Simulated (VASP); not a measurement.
# P (R-3m) in VASP: settings compared, part 2 of 2

VASP 6.6.1. The steps go on from the part before.

## Step 4: Single point, r2SCAN

This run uses another cell than the first one, of 16.24 Å³/atom, 1.020 times its volume.

File POSCAR:

```
P
1.0
    1.7323621630      1.0001797612      3.1251434349
   -1.7323621630      1.0001797612      3.1251434349
    0.0000000000     -2.0003595223      3.1251434349
P
2
Direct
    0.7729275647      0.7729275647      0.7729275647
    0.2270724353      0.2270724353      0.2270724353
```

File INCAR.step1:

```
SYSTEM = P
PREC = Accurate ; ENCUT = 520
ISMEAR = -1 ; SIGMA = 0.05
LREAL = .False. ; LASPH = .True.
NELM = 80 ; NBANDS = 12
GGA = PE ; ALGO = Normal
EDIFF = 1E-4 ; LWAVE = .True.
LCHARG = .False.
```

File INCAR.step2:

```
SYSTEM = P
PREC = Accurate ; ENCUT = 520
EDIFF = 1E-7 ; ISMEAR = -1
SIGMA = 0.05 ; LREAL = .False.
LASPH = .True. ; NELM = 80
ALGO = Normal ; ISIF = 2
LWAVE = .False. ; LCHARG = .True.
METAGGA = R2SCAN ; LMIXTAU = .True.
LELF = .True. ; LVHAR = .True.
NBANDS = 12 ; ISTART = 1
```

File KPOINTS:

```
Automatic mesh
0
Gamma
  9 9 9
  0 0 0
```

Potentials or basis: VASP PAW PBE potentials, release 64 (P).

On the command line:

```bash
$ cat potpaw_PBE.64/P/POTCAR > POTCAR
$ cp INCAR.step1 INCAR
$ mpirun -np 1 vasp_std > vasp.out
$ cp INCAR.step2 INCAR
$ mpirun -np 1 vasp_std > vasp.out
```

OUTCAR:

```text
SYSTEM = P
   PREC = Accurate
   ENCUT = 520
   EDIFF = 1E-7
   ISMEAR = -1
   LREAL = .False.
   LASPH = .True.
   NELM = 80
   ISIF = 2
   METAGGA = R2SCAN
   ISTART = 1

 ion  position               nearest neighbor table
   1  0.773  0.773  0.773-   2 2.30   2 2.30   2 2.30   2 2.82   2 2.82   2 2.82
   2  0.227  0.227  0.227-   1 2.30   1 2.30   1 2.30   1 2.82   1 2.82   1 2.82

  LATTYP: Found a trigonal (rhomboedric) cell.
 ALAT       =     3.7105201397
 COS(alpha) =     0.5640488892

  Lattice vectors:

 A1 = (   1.7323621630,   1.0001797612,   3.1251434349)
 A2 = (  -1.7323621630,   1.0001797612,   3.1251434349)
 A3 = (   0.0000000000,  -2.0003595223,   3.1251434349)

Analysis of symmetry for initial positions (statically):
=====================================================================
 Subroutine PRICEL returns:
 Original cell was already a primitive cell.

 Routine SETGRP: Setting up the symmetry group for a
 trigonal (rhombohedral) supercell.

 Subroutine GETGRP returns: Found 12 space group operations
 (whereof 12 operations were pure point group operations)
 out of a pool of 12 trial point group operations.

The static configuration has the point symmetry D_3d.

Analysis of symmetry for dynamics (positions and initial velocities):
=====================================================================
 Subroutine PRICEL returns:
 Original cell was already a primitive cell.

 Routine SETGRP: Setting up the symmetry group for a
 trigonal (rhombohedral) supercell.

 Subroutine GETGRP returns: Found 12 space group operations
 (whereof 12 operations were pure point group operations)
 out of a pool of 12 trial point group operations.

The dynamic configuration has the point symmetry D_3d.

 Subroutine INISYM returns: Found 12 space group operations
 (whereof 12 operations are pure point group operations),
 and found     1 'primitive' translations

----------------------------------------------------------------------------------------

                                     Primitive cell

  volume of cell :      32.4891

  direct lattice vectors                    reciprocal lattice vectors
     1.732362163  1.000179761  3.125143435     0.288623251  0.166636712  0.106661771
    -1.732362163  1.000179761  3.125143435    -0.288623251  0.166636712  0.106661771
     0.000000000 -2.000359522  3.125143435     0.000000000 -0.333273424  0.106661771

  length of vectors
     3.710520140  3.710520140  3.710520140     0.349925575  0.349925575  0.349925575

  position of ions in fractional coordinates (direct lattice)
     0.772927565  0.772927565  0.772927565
     0.227072435  0.227072435  0.227072435

  ion indices of the primitive-cell ions
   primitive index   ion index
                 1           1
                 2           2

----------------------------------------------------------------------------------------

 KPOINTS: Automatic mesh

Automatic generation of k-mesh.
 Grid dimensions read from file:
 generate k-points for:    9    9    9

 Generating k-lattice:

  Cartesian coordinates                     Fractional coordinates (reciprocal lattice)
     0.032069250  0.018515190  0.011851308     0.111111111  0.000000000 -0.000000000
    -0.032069250  0.018515190  0.011851308     0.000000000  0.111111111 -0.000000000
     0.000000000 -0.037030380  0.011851308     0.000000000  0.000000000  0.111111111

  Length of vectors
     0.038880619  0.038880619  0.038880619

  Shift w.r.t. Gamma in fractional coordinates (k-lattice)
     0.000000000  0.000000000  0.000000000

 Subroutine IBZKPT returns following result:
 ===========================================

 Found     85 irreducible k-points:

 Following reciprocal coordinates:
            Coordinates               Weight
  0.000000  0.000000  0.000000      1.000000
  0.111111  0.000000 -0.000000      6.000000
  0.222222 -0.000000 -0.000000      6.000000
  0.333333  0.000000  0.000000      6.000000
  0.444444 -0.000000 -0.000000      6.000000
  0.111111  0.111111 -0.000000      6.000000
[... 16 lines left out ...]
 -0.333333  0.333333  0.000000      6.000000
  0.444444  0.444444 -0.000000      6.000000
 [... further k-points ...]
   k-points           NKPTS =     85   k-points in BZ     NKDIM =     85   number of bands    NBANDS=     12
   number of dos      NEDOS =    301   number of ions     NIONS =      2
   total plane-waves  NPLWV =  21952
   dimension x,y,z NGX =    28 NGY =   28 NGZ =   28
   dimension x,y,z NGXF=    56 NGYF=   56 NGZF=   56
   ions per type =               2
   NGX,Y,Z   is equivalent  to a cutoff of  12.55, 12.55, 12.55 a.u.
   NGXF,Y,Z  is equivalent  to a cutoff of  25.09, 25.09, 25.09 a.u.
 SYSTEM =  P
   PREC   = accura    normal or accurate (medium, high low for compatibility)
   ISTART =      1    job   : 0-new  1-cont  2-samecut
   ICHARG =      0    charge: 1-file 2-atom 10-const
   ISPIN  =      1    spin polarized calculation?
   LNONCOLLINEAR =      F non collinear calculations
   LSORBIT =      F    spin-orbit coupling
   LASPH  =      T    aspherical Exc in radial PAW
   ENCUT  =  520.0 eV  38.22 Ry    6.18 a.u.   6.90  6.90  6.90*2*pi/ulx,y,z
   NELM   =     80;   NELMIN=  2; NELMDL=  0     # of ELM steps
   EDIFF  = 0.1E-06   stopping-criterion for ELM
   LREAL  =      F    real-space projection
   EDIFFG = 0.1E-05   stopping-criterion for IOM
   NSW    =      0    number of steps for IOM
   IBRION =     -1    ionic relax: 0-MD 1-quasi-New 2-CG
   NFREE  =      0    steps in history (QN), initial steepest desc. (CG)
   ISIF   =      2    stress and relaxation
   ISYM   =      2    0-nonsym 1-usesym 2-fastsym
   POTIM  = 0.5000    time-step for ionic-motion
   TEBEG  =    0.0;   TEEND  =   0.0 temperature during run
   PSTRESS=    0.0 pullay stress
   NELECT =      10.0000    total number of electrons
   NUPDOWN=      -1.0000    fix difference up-down
   EMIN   =  10.00;   EMAX   =-10.00  energy-range for DOS
   EFERMI =   0.00;   METHOD = LEGACY
   ISMEAR =    -1;   SIGMA  =   0.05  broadening in eV -4-tet -1-fermi 0-gaus
   EFERMI_NEDOS =   21; number of points for ismear=-14 and -15
   IALGO  =     38    algorithm
   IMIX   =      4    mixing-type and parameters
     AMIX     =   0.40;   BMIX     =  1.00
     AMIX_MAG =   1.60;   BMIX_MAG =  1.00
  volume/ion in A,a.u.               =      16.24       109.62
  Fermi-wavevector in a.u.,A,eV,Ry     =   1.105339  2.088788 16.623250  1.221774
  Thomas-Fermi vector in A             =   2.241825
   LORBIT       =      0    0 simple, 1 ext, 2 COOP (PROOUT), +10 PAW based schemes
   METAGGA = R2SCAN    functional components
   LHFCALC =     F    Hartree Fock is set to
   AEXX    =    0.0000 exact exchange contribution
   IVDW    =     0    specifies the selected vdW correction
   LEPSILON=     F    determine dielectric tensor
   LRPA    =     F    only Hartree local field effects (RPA)
 non-spin polarized calculation
  energy-cutoff  :      520.00
  volume of cell :       32.49
 maximum number of plane-waves:       890
   NGX = 13   NGY = 13   NGZ = 13

 number of electron      10.0000000 magnetization

 Free energy of the ion-electron system (eV)
  ---------------------------------------------------
  ext. energy  EPLUGINS =         0.00000000
  ---------------------------------------------------
  free energy    TOTEN  =       -17.78089071 eV

  energy without entropy =      -17.77861589  energy(sigma->0) =      -17.77975330

 E-fermi :   9.0831     XC(G=0): -11.2642

 val. band max:        8.9316868991   @ k =   0.4444  -0.0000  -0.0000
 cond. band min:       9.0927935447   @ k =   0.3333   0.1111   0.1111
 fundamental gap:      0.1611066456
 Fermi energy:         9.0831125757

 k-point     1 :       0.0000    0.0000    0.0000
  band No.  band energies     occupation
      1      -8.4138      2.00000
      2       5.2611      2.00000
      3       5.5668      2.00000
      4       5.7236      2.00000
      5       5.7236      2.00000
      6      10.4020      0.00000
      7      11.7110      0.00000
      8      11.7110      0.00000
      9      15.0574      0.00000
     10      15.0574      0.00000
     11      16.4191      0.00000
     12      16.4191      0.00000
[... 331 lines left out ...]
 k-point    24 :       0.4444    0.4444   -0.0000
  band No.  band energies     occupation
      1      -4.8733      2.00000
      2      -1.3113      2.00000
      3       1.8942      2.00000
      4       3.1846      2.00000
      5       3.3737      2.00000
      6       9.2549      0.06242
      7      15.2569      0.00000
      8      16.6687      0.00000
      9      17.2911      0.00000
     10      18.1706      0.00000
     11      22.2202      0.00000
     12      22.4787      0.00000

 [... further k-points ...]
[... 5 lines left out ...]
  --------------------------------------------------------------------------------------
  -------------------------------------------------------------------------------------
  Total       -0.1198859     -0.1198859     -0.0714957     -0.0000000     -0.0000000      0.0000000
  in kB       -5.9120871     -5.9120871     -3.5257599     -0.0000000     -0.0000000      0.0000000
  external PRESSURE =      -5.1166447 kB  Pullay stress =       0.0000000 kB

 VOLUME and BASIS-vectors are now :
 -----------------------------------------------------------------------------
  energy-cutoff  :      520.00
  volume of cell :       32.49
      direct lattice vectors                 reciprocal lattice vectors
     1.732362163  1.000179761  3.125143435     0.288623251  0.166636712  0.106661771
    -1.732362163  1.000179761  3.125143435    -0.288623251  0.166636712  0.106661771
     0.000000000 -2.000359522  3.125143435     0.000000000 -0.333273424  0.106661771

 POSITION                                       TOTAL-FORCE (eV/Angst)
 -----------------------------------------------------------------------------------
      0.00000      0.00000      7.24653         0.000000      0.000000      0.075172
      0.00000      0.00000      2.12890         0.000000     -0.000000     -0.075172
 -----------------------------------------------------------------------------------
    total drift:                                0.000000      0.000000     -0.000000

  FREE ENERGIE OF THE ION-ELECTRON SYSTEM (eV)
  ---------------------------------------------------
  free  energy   TOTEN  =       -17.7808907070 eV

  energy  without entropy=      -17.7786158948  energy(sigma->0) =      -17.77975330
```

It took 2.2 min on 1 thread of Intel Xeon Platinum 8488C (Sapphire Rapids), shared host; peak memory 0.16 GiB.

Results:

```yaml
Free_energy: -17.7809 eV
Pressure: -0.5 GPa
Largest_force: 0.075 eV/Å
Band_gap_on_the_k_mesh: zero (band 5 reaches 9.53 eV, above the bottom of band 6 at 8.81 eV)
```

Forces in eV/Å, atoms in the order of the input:
```
P    0.000  0.000  0.075
P    0.000  0.000 -0.075
```

Levels at points of the mesh, in eV from the Fermi level:
```tsv
k point	band 2	band 3	band 4	band 5	band 6	band 7	band 8	band 9
(0.00, 0.00, 0.00)	-3.82	-3.52	-3.36	-3.36	1.32	2.63	2.63	5.97
```

Caveat: the PAW data sets were made with another functional, which shifts forces and pressure a little.

## Step 5: Single point, PBE

This run uses another cell than the first one, of 16.14 Å³/atom, 1.014 times its volume.

File INCAR:

```
SYSTEM = P
  ALGO = Normal
  EDIFF = 1E-7
  ENCUT = 520
  GGA = PE
  ISIF = 2
  ISMEAR = 0
  LASPH = .TRUE.
  LCHARG = .TRUE.
  LELF = .TRUE.
  LREAL = .FALSE.
  LVHAR = .TRUE.
  LWAVE = .FALSE.
  NBANDS = 12
  NELM = 100
  PREC = Accurate
  SIGMA = 0.02
```

File KPOINTS:

```
k-points
0
G
  9 9 9
  0 0 0
```

File POSCAR:

```
P
1.0
    1.7257251780      0.9963478961      3.1296800121
   -1.7257251780      0.9963478961      3.1296800121
    0.0000000000     -1.9926957921      3.1296800121
P
2
Direct
    0.7729197500      0.7729197500      0.7729197500
    0.2270802500      0.2270802500      0.2270802500
```

On the command line:

```bash
$ cat potpaw_PBE.64/P/POTCAR > POTCAR
$ mpirun -np 1 vasp_std > vasp.out
```

Wall time 52 s (1 thread of Intel Xeon 6975P-C, shared host); peak memory 0.16 GiB.

It converged, with:

* Free energy: -10.6529 eV
* Pressure: 1.5 GPa
* Largest force: 0.182 eV/Å
* Band gap on the k mesh: zero (band 5 reaches 9.56 eV, above the bottom of band 6 at 8.83 eV)

Forces on the atoms (eV/Å):
```
P    0.000  0.000 -0.182
P    0.000  0.000  0.182
```

Stress tensor (GPa, compression positive):
```
2.04 0.00 0.00
0.00 2.04 0.00
0.00 0.00 0.49
```

Levels at points of the mesh, in eV from the Fermi level:
```csv
k point,band 2,band 3,band 4,band 5,band 6,band 7,band 8,band 9
"(0.00, 0.00, 0.00)",-3.75,-3.28,-3.03,-3.03,1.21,2.51,2.51,5.68
```

## Step 6: Single point, PBE

This run uses another cell than the first one, of 16.14 Å³/atom, 1.014 times its volume.

File INCAR:

```
SYSTEM = P
PREC = Accurate
ENCUT = 520
EDIFF = 1E-6
ISMEAR = 0
SIGMA = 0.1
LREAL = .False.
LASPH = .True.
NELM = 100
ALGO = Normal
ISIF = 2
LWAVE = .False.
LCHARG = .False.
GGA = PE
NBANDS = 12
```

File KPOINTS:

```
Automatic mesh
0
Gamma
  9 9 9
  0 0 0
```

POSCAR is that of step 5.

Potentials or basis: VASP PAW PBE potentials, release 64 (P).

On the command line:

```bash
$ cat potpaw_PBE.64/P/POTCAR > POTCAR
$ mpirun -np 1 vasp_std > vasp.out
```

Run time: 49 s. Hardware: 1 thread of Intel Xeon 6975P-C, shared host; peak memory 0.16 GiB.

It converged, with:

* Free energy: -10.6541 eV
* Pressure: 1.5 GPa
* Largest force: 0.189 eV/Å
* Band gap on the k mesh: zero (band 5 reaches 9.56 eV, above the bottom of band 6 at 8.83 eV)

Forces on the atoms (eV/Å):
```
P    0.000  0.000 -0.189
P    0.000  0.000  0.189
```

Stress tensor (GPa, compression positive):
```
1.93 0.00 0.00
0.00 1.93 0.00
0.00 0.00 0.62
```

Levels at points of the mesh, in eV from the Fermi level:
```csv
k point,band 2,band 3,band 4,band 5,band 6,band 7,band 8,band 9
"(0.00, 0.00, 0.00)",-3.71,-3.23,-2.99,-2.99,1.26,2.56,2.56,5.73
```

## Step 7: The runs side by side

| level | cell | smearing | gap on the mesh (eV) | pressure (GPa) | largest force (eV/Å) |
| --- | --- | --- | --- | --- | --- |
| r2SCAN+rVV10 | a = 3.665 Å, angles 56.3°, 2 atoms | fermi-dirac 0.05 eV | none | -0.5 | 0.08 |
| r2SCAN+D3(BJ) | a = 3.710 Å, angles 55.4°, 2 atoms | fermi-dirac 0.05 eV | none | -1.9 | 0.05 |
| r2SCAN | a = 3.711 Å, angles 55.7°, 2 atoms | fermi-dirac 0.05 eV | none | -0.5 | 0.08 |
| PBE | a = 3.710 Å, angles 55.4°, 2 atoms | gaussian 0.02 eV | none | 1.5 | 0.18 |
| PBE | a = 3.710 Å, angles 55.4°, 2 atoms | gaussian 0.1 eV | none | 1.5 | 0.19 |

Alike in all rows: task single point; potentials or basis VASP PAW PBE potentials, release 64 (P); no spin polarisation; k mesh 9 × 9 × 9; cutoff (eV) 520.

Caveats: the PAW data sets were made with another functional, which shifts forces and pressure a little (some runs); three body term missing (some runs); pairwise dispersion overbinds metals, which lowers pressure and volume (some runs).

Total energies depend on the potentials used, so only differences within one code and one set of settings carry meaning.
